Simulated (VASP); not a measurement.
**Mg3Te: single point with LDA**

Mg3Te:

```
Te Mg
1.0
    -2.11045    2.11045    5.21109
     2.11045   -2.11045    5.21109
     2.11045    2.11045   -5.21109
Te Mg
1 3
Direct
  0.00000 0.00000 0.00000
  0.25000 0.75000 0.50000
  0.75000 0.25000 0.50000
  0.50000 0.50000 0.00000
```

| Quantity | Value |
| --- | --- |
| Program | VASP 6.6.1 |
| Task | single point |
| Functional | LDA |
| Potentials or basis | VASP PAW LDA potentials, release 64 (Te, Mg) |
| Cutoff | 520 eV |
| k mesh | 9 × 9 × 9 |
| Occupations | fermi-dirac, width 0.05 eV |
| Spin | no spin polarisation |
| Dipole correction | no |
| Further INCAR settings | ALGO = Fast; EDIFF = 1e-06; NBANDS = 14 |

The pressure is -1.1 GPa and the band gap on the k mesh is zero (bands 6 and 7 overlap by 1.42 eV).

Stress tensor (GPa, compression positive):
```
-1.06  0.00  0.00
 0.00 -1.06  0.00
 0.00  0.00 -1.30
```

Levels at points of the mesh, in eV from the Fermi level:
```
           k point  band 3  band 4  band 5  band 6  band 7  band 8  band 9  band 10
(0.00, 0.00, 0.00)   -4.34   -2.70   -2.70    0.27    1.23    1.56    1.56     1.71
```

It took 73 s on 1 thread of AMD EPYC 9R45 (Zen 5) (shared host), peak memory 0.28 GiB.

Caveat: spin-orbit coupling is left out, which moves the levels of the heavy elements.
